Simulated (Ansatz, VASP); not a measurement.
One calculation of Hf, two programs

INCAR

```
SYSTEM = Hf
PREC     = Accurate       ! precision mode
ENCUT    = 600            ! plane-wave cutoff, eV
EDIFF    = 1E-6           ! SCF threshold, eV
ISMEAR   = -1             ! smearing method
SIGMA    = 0.05           ! smearing width, eV
LREAL    = .False.        ! projectors in reciprocal space
LASPH    = .True.         ! aspherical terms in the spheres
NELM     = 60             ! most SCF steps
ALGO     = Normal         ! electronic algorithm
ISIF     = 3              ! what is computed and relaxed
LWAVE    = .False.        ! write WAVECAR
LCHARG   = .False.        ! write CHGCAR
GGA      = RP             ! functional
IBRION   = 2              ! ionic algorithm
NSW      = 60             ! ionic steps
EDIFFG   = -0.01          ! ionic threshold
```

KPOINTS

```
regular mesh
0
Gamma
  10 10 5
  0 0 0
```

Contents of POSCAR:

```
Hf
1.0
    3.1967000000      0.0000000000      0.0000000000
   -1.5983500000      2.7684234083      0.0000000000
    0.0000000000      0.0000000000      5.0578000000
Hf
2
Direct
    0.6666666667      0.3333333333      0.7500000000
    0.3333333333      0.6666666667      0.2500000000
```

input.yaml

```yaml
crystal:
  lattice:
    - [3.1967, 0.0, 0.0]
    - [-1.59835, 2.7684234083, 0.0]
    - [0.0, 0.0, 5.0578]
  atoms:
    - { symbol: Hf, position: [0.6666666667, 0.3333333333, 0.75] }
    - { symbol: Hf, position: [0.3333333333, 0.6666666667, 0.25] }
hamiltonian:
  xc: rpbe
  pseudopotentials: { kind: paw }
kpoints:
  mp_grid: { grid: [10, 10, 5] }
scf:
  occupations: { method: fermi_dirac, width: 0.05 }
output:
  forces: true
  stress: true
  write_density: true
  write_potential: true
  elf: true
  volumetric_format: npy
relax:
  f_tol: 0.01
  max_steps: 40
  cell: { stress_tol: 0.05 }
```

Alike in both runs: task relaxation of cell and atoms; functional RPBE; k mesh 10 × 10 × 5; occupations fermi-dirac, width 0.05 eV; no spin polarisation.

|  | VASP | Ansatz |
| --- | --- | --- |
| version | VASP 6.6.1 | Ansatz 0.2.0 |
| potentials or method | VASP PAW PBE potentials, release 64 (Hf_pv) | Ansatz PAW |
| plane-wave cutoff (eV) | 600 | 420 |
| valence electrons in the cell | 20 | 52 |

Ansatz gave:

| Item | Value |
| --- | --- |
| gap on the k mesh at the Fermi level, each at its own relaxed structure (eV) | none |
| relaxed volume (Å³/atom) | 23.12 |
| relaxed cell length with the largest relative difference (Å) | 5.101 |

Q: What did VASP give for the same quantities?

A: gap on the k mesh at the Fermi level, each at its own relaxed structure (eV): none; relaxed volume (Å³/atom): 23.00; relaxed cell length with the largest relative difference (Å): 5.092.

VASP's potentials were made for PBE, not for RPBE. A gap of «none» marks a metal or a gap that the smearing closes. VASP's potentials hold 20 valence electrons a cell and Ansatz's 52, so a difference there can come from the potentials and not from the codes.

Neither program's run includes spin-orbit coupling. Noted on Ansatz's run: the plane-wave basis is chosen anew once the cell has moved, so the energies of steps on either side of that aren't comparable.
